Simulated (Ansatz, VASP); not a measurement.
## One calculation of SbPb, two programs

INCAR

```
SYSTEM = SbPb
  PREC = Accurate
  ENCUT = 500
  EDIFF = 1E-6
  ISMEAR = -1
  SIGMA = 0.2
  LREAL = .FALSE.
  LASPH = .TRUE.
  NELM = 120
  ALGO = Normal
  ISIF = 2
  LWAVE = .FALSE.
  LCHARG = .FALSE.
  GGA = CA
  NBANDS = 16
  GGA_COMPAT = .FALSE.
```

Contents of KPOINTS:

```
regular mesh
0
G
  4 4 3
  0 0 0
```

File POSCAR:

```
SbPb
1.0
    2.0758210000     -2.6803290000      0.0000000000
    2.0758210000      2.6803290000      0.0000000000
    0.0000000000      0.0000000000      5.4534750000
Sb Pb
1 1
Direct
    0.5000000000      0.5000000000      0.5000000000
    0.0000000000      0.0000000000      0.0000000000
```

Input for Ansatz:

```yaml
crystal:
  lattice:
    - [2.075821, -2.680329, 0.0]
    - [2.075821, 2.680329, 0.0]
    - [0.0, 0.0, 5.453475]
  atoms:
    - { symbol: Sb, position: [0.5, 0.5, 0.5] }
    - { symbol: Pb, position: [0.0, 0.0, 0.0] }
kpoints:
  mp_grid:
    grid: [4, 4, 3]
hamiltonian:
  xc: lda
  pseudopotentials:
    kind: all_electron
    lapw: {}
scf:
  max_iter: 150
  algorithm: density_mixing
  convergence:
    dr2_threshold: 1.0e-09
  occupations:
    method: fermi_dirac
    width: 0.2
output:
  forces: true
  stress: true
  eigenvalues: true
```

Alike in both runs: task single point; functional LDA; k mesh 4 × 4 × 3; occupations fermi-dirac, width 0.2 eV; no spin polarisation.

|  | VASP | Ansatz |
| --- | --- | --- |
| version | VASP 6.6.1 | Ansatz 0.2.0 |
| potentials or method | VASP PAW LDA potentials, release 64 (Sb, Pb_d), cutoff 500 eV | all-electron (LAPW or listed datasets) |

|  | VASP | Ansatz | Ansatz less VASP |
| --- | --- | --- | --- |
| gap on the k mesh at the Fermi level (eV) | none | none | - |
| pressure (GPa) | -4.8 | -4.8 | -0.01 |
| traceless stress, the component that is largest in VASP (GPa) | -3.93 | -3.97 | -0.033 |

LDA's correlation is that of Perdew and Zunger in VASP and of Perdew and Wang (1992) in Ansatz. A gap of «none» marks a metal or a gap that the smearing closes. Ansatz ran all-electron here, and VASP with PAW potentials.

The k mesh is coarse, so the values compare programs but aren't converged. Neither program's run includes spin-orbit coupling.
